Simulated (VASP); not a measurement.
Input of a VASP 6.6.1 run:

The input INCAR:

```
ALGO = Fast ; EDIFF = 1E-6
ENCUT = 520 ; GGA = PS
ISIF = 2 ; ISMEAR = 0
LASPH = True ; LCHARG = False
LREAL = False ; LWAVE = False
NBANDS = 10 ; NELM = 100
PREC = Accurate ; SIGMA = 0.15
```

KPOINTS

```
k-points
0
Gamma
  26 26 26
```

POSCAR

```
Ir
1.0
    0.0000000000      1.9151152071      1.9151152071
    1.9438419352      0.0000000000      1.9151152071
    1.9438419352      1.9151152071      0.0000000000
Ir
1
Direct
    0.0000000000      0.0000000000      0.0000000000
```

Potentials or basis: VASP PAW PBE potentials, release 64 (Ir).

Command:

```sh
$ cat potpaw_PBE.64/Ir/POTCAR > POTCAR
$ mpirun -np 1 vasp_std > vasp.out
```

(1) Estimate the pressure.

Results:

(1) -4.7 GPa.

Caveat: the cell differs from its parent crystal (strain +0.0150 x Voigt [1, 0, 0, 0, 0, 0]); the PAW data sets were made with another functional, which shifts forces and pressure a little.
